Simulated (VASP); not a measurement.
PbSe: single point with PBEsol

PbSe:

```xyz
2
Lattice="3.7843 0.0000 0.0000 0.0000 3.7843 0.0000 0.0000 0.0000 3.7843" Properties=species:S:1:pos:R:3 pbc="T T T"
Pb    0.0000    0.0000    0.0000
Se    1.8922    1.8922    1.8922
```

- Program: VASP 6.6.1
- Task: single point
- Functional: PBEsol
- Potentials or basis: VASP PAW PBE potentials, release 64 (Pb_d, Se)
- Cutoff: 500 eV
- k mesh: 6 × 6 × 6
- Occupations: methfessel-paxton, width 0.05 eV
- Spin: no spin polarisation
- Dipole correction: no
- Further INCAR settings: ALGO = Normal; EDIFF = 1e-06; NBANDS = 17

```json
{
  "Pressure": "-3.3 GPa",
  "Band gap on the k mesh": "zero (bands 10 and 11 overlap by 0.78 eV)"
}
```

Levels at points of the mesh, in eV from the Fermi level:
```
           k point  band 7  band 8  band 9  band 10  band 11  band 12  band 13  band 14
(0.00, 0.00, 0.00)   -7.10   -1.51   -1.51    -1.51     5.03     5.03     6.02     6.02
(0.50, 0.00, 0.00)   -9.00   -0.29   -0.27    -0.27     0.02     3.35     3.35     6.42
(0.50, 0.50, 0.00)   -7.50   -4.38   -4.38    -0.01     4.08     4.08     4.94     6.69
(0.50, 0.50, 0.50)   -6.45   -2.35   -2.35    -2.35    -0.67    -0.67    -0.67    13.68
```

Wall time 20 s on 1 thread of Intel Xeon 8259CL (shared host), peak memory 0.16 GiB.

Caveat: the cell stands under tension; semilocal functionals underestimate gaps, so a narrow gap can read as zero; the PAW data sets were made with another functional, which shifts forces and pressure a little; spin-orbit coupling is left out, which moves the levels of the heavy elements.
